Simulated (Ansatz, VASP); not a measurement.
**Two plane-wave programs on Mo**

POSCAR

```
Mo
1.0
   -1.6061308038      1.6061308038      1.6061308038
    1.6061308038     -1.6061308038      1.6061308038
    1.6061308038      1.6061308038     -1.6061308038
Mo
1
Direct
    0.0000000000      0.0000000000      0.0000000000
```

The input INCAR.step1:

```
SYSTEM = Mo
ALGO = Normal ; EDIFF = 1E-4
ENCUT = 520 ; GGA = PE
ISMEAR = 0 ; LASPH = .TRUE.
LCHARG = .FALSE. ; LREAL = .FALSE.
LWAVE = .TRUE. ; NBANDS = 13
NELM = 80 ; PREC = Accurate
SIGMA = 0.1
```

File INCAR.step2:

```
SYSTEM = Mo
ALGO = Normal ; EDIFF = 1E-6
ENCUT = 520 ; ISIF = 2
ISMEAR = 0 ; ISTART = 1
LASPH = .TRUE. ; LCHARG = .FALSE.
LMIXTAU = .TRUE. ; LREAL = .FALSE.
LWAVE = .FALSE. ; METAGGA = R2SCAN
NBANDS = 13 ; NELM = 80
PREC = Accurate ; SIGMA = 0.1
```

File KPOINTS:

```
k-points
0
G
  18 18 18
  0 0 0
```

Input for Ansatz:

```yaml
crystal:
  lattice:
    - [-1.6061308038, 1.6061308038, 1.6061308038]
    - [1.6061308038, -1.6061308038, 1.6061308038]
    - [1.6061308038, 1.6061308038, -1.6061308038]
  atoms:
    - { symbol: Mo, position: [0.0, 0.0, 0.0] }
basis:
  ecutwfc: 500
kpoints:
  mp_grid: { grid: [18, 18, 18] }
hamiltonian:
  xc: r2scan
scf:
  occupations: { method: gaussian, width: 0.1 }
output:
  forces: true
  stress: true
  eigenvalues: true
```

Alike in both runs: task single point; functional r2SCAN; k mesh 18 × 18 × 18; occupations gaussian, width 0.1 eV; no spin polarisation.

|  | VASP | Ansatz |
| --- | --- | --- |
| version | VASP 6.6.1 | Ansatz 0.2.0 |
| potentials or method | VASP PAW PBE potentials, release 64 (Mo_sv), cutoff 520 eV | scalar-relativistic, plane waves, PAW |
| valence electrons in the cell | 14 | 14 |

Ansatz gave:

```
gap on the k mesh at the Fermi level (eV) : none
pressure (GPa)                            : -14.0
```

**Question.** What did VASP give for the same quantities?

**Answer.** gap on the k mesh at the Fermi level (eV): none; pressure (GPa): -13.1.

VASP's potentials were made for PBE, not for r2SCAN. A gap of «none» marks a metal or a gap that the smearing closes.
